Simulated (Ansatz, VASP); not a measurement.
HfO2 in VASP and in Ansatz

The input INCAR:

```
ALGO     = Normal         # electronic algorithm
EDIFF    = 1E-7           # SCF threshold, eV
EDIFFG   = -0.01          # ionic threshold
ENCUT    = 600            # plane-wave cutoff, eV
GGA      = PE             # functional
IBRION   = 2              # ionic algorithm
ISIF     = 3              # what is computed and relaxed
ISMEAR   = -1             # smearing method
LASPH    = T              # aspherical terms in the spheres
LCHARG   = F              # write CHGCAR
LREAL    = F              # projectors in reciprocal space
LWAVE    = F              # write WAVECAR
NELM     = 60             # most SCF steps
NSW      = 60             # ionic steps
PREC     = Accurate       # precision mode
SIGMA    = 0.05           # smearing width, eV
```

Contents of KPOINTS:

```
k-points
0
Gamma
  5 6 5
```

POSCAR

```
HfO2
1.0
    5.2194633600      0.0000000000      0.0000000000
    0.0000000000      5.0047636900      0.0000000000
    0.0000000000      0.0000000000      5.0326850500
Hf O
4 8
Direct
    0.9669940000      0.7325208200      0.7414403500
    0.5330060000      0.7325208200      0.2414403500
    0.4669940000      0.2674791800      0.7414403500
    0.0330060000      0.2674791800      0.2414403500
    0.6321274500      0.9286454000      0.8792672600
    0.8678725500      0.9286454000      0.3792672600
    0.2339485200      0.5398830500      0.4922923900
    0.2660514800      0.5398830500      0.9922923900
    0.7660514800      0.4601169500      0.9922923900
    0.7339485200      0.4601169500      0.4922923900
    0.1321274500      0.0713546000      0.8792672600
    0.3678725500      0.0713546000      0.3792672600
```

File input.yaml:

```yaml
crystal:
  lattice:
    - [5.21946336, 0.0, 0.0]
    - [0.0, 5.00476369, 0.0]
    - [0.0, 0.0, 5.03268505]
  atoms:
    - { symbol: Hf, position: [0.966994, 0.73252082, 0.74144035] }
    - { symbol: Hf, position: [0.533006, 0.73252082, 0.24144035] }
    - { symbol: Hf, position: [0.466994, 0.26747918, 0.74144035] }
    - { symbol: Hf, position: [0.033006, 0.26747918, 0.24144035] }
    - { symbol: O, position: [0.63212745, 0.9286454, 0.87926726] }
    - { symbol: O, position: [0.86787255, 0.9286454, 0.37926726] }
    - { symbol: O, position: [0.23394852, 0.53988305, 0.49229239] }
    - { symbol: O, position: [0.26605148, 0.53988305, 0.99229239] }
    - { symbol: O, position: [0.76605148, 0.46011695, 0.99229239] }
    - { symbol: O, position: [0.73394852, 0.46011695, 0.49229239] }
    - { symbol: O, position: [0.13212745, 0.0713546, 0.87926726] }
    - { symbol: O, position: [0.36787255, 0.0713546, 0.37926726] }
hamiltonian:
  xc: pbe
  pseudopotentials: { kind: paw }
kpoints:
  mp_grid: { grid: [5, 6, 5] }
scf:
  occupations: { method: fermi_dirac, width: 0.05 }
output:
  forces: true
  stress: true
relax:
  f_tol: 0.01
  max_steps: 40
  cell: { stress_tol: 0.05 }
```

Alike in both runs: task relaxation of cell and atoms; functional PBE; k mesh 5 × 6 × 5; occupations fermi-dirac, width 0.05 eV; no spin polarisation.

|  | VASP | Ansatz |
| --- | --- | --- |
| version | VASP 6.6.1 | Ansatz 0.2.0 |
| potentials or method | VASP PAW PBE potentials, release 64 (Hf_pv, O) | Ansatz PAW |
| plane-wave cutoff (eV) | 600 | 420 |
| valence electrons in the cell | 88 | 152 |

Ansatz gave:

```
relaxed volume (Å³/atom)                                                      : 11.41
relaxed length of the cell vector where the two differ most in proportion (Å) : 5.294
```

Question: Which values does VASP return?

Answer: Relaxed volume (Å³/atom): 11.24; relaxed length of the cell vector where the two differ most in proportion (Å): 5.266.

VASP's potentials hold 88 valence electrons a cell and Ansatz's 152, so a difference there can come from the potentials and not from the codes.

Neither program's run includes spin-orbit coupling. Noted on Ansatz's run: odd divisions of the mesh miss points on the zone boundary, where band edges often lie, so the gap on the mesh can be too wide; the plane-wave basis is chosen anew once the cell has moved, so the energies of steps on either side of that aren't comparable.
